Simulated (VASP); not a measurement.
Wanted: the native input for a VASP 6.6.1 run.

* Task: single point
* Functional: LDA
* Potentials or basis: VASP PAW LDA potentials, release 64 (Te)
* Cutoff: 520 eV
* k mesh: 7 × 7 × 5
* Occupations: fermi-dirac, width 0.05 eV
* Spin: no spin polarisation
* Dipole correction: no
* Further INCAR settings: ALGO = Normal; EDIFF = 1e-07; NBANDS = 16

The structure of Te lies in POSCAR:

```
Te
1.0
    4.4540000000      0.0000000000      0.0000000000
   -2.2270000000      3.8572771485      0.0000000000
    0.0000000000      0.0000000000      5.9240000000
Te
3
Direct
    0.7310000000      0.7310000000      0.0000000000
    0.0000000000      0.2690000000      0.6666666667
    0.2690000000      0.0000000000      0.3333333333
```

The input as run:

INCAR

```
SYSTEM = Te
ALGO = Normal
EDIFF = 1E-7
ENCUT = 520
ISIF = 2
ISMEAR = -1
LASPH = .TRUE.
LCHARG = .FALSE.
LREAL = .FALSE.
LWAVE = .FALSE.
NBANDS = 16
NELM = 60
PREC = Accurate
SIGMA = 0.05
```

KPOINTS

```
k-points
0
G
  7 7 5
  0 0 0
```

Potentials or basis: VASP PAW LDA potentials, release 64 (Te).

Command:

```sh
$ cat potpaw_LDA.64/Te/POTCAR > POTCAR
$ mpirun -np 1 vasp_std > vasp.out
```

It gave:

```json
{
  "Pressure": "-1.8 GPa",
  "Largest force": "0.084 eV/Å",
  "Band gap on the k mesh": "0.57 eV, indirect (least direct gap 0.74 eV)"
}
```

Caveat: spin-orbit coupling is left out, which moves the levels of the heavy elements.

It used 120 s of CPU time on 1 thread of AMD EPYC 7R13 Processor (Zen 3), on a shared host.
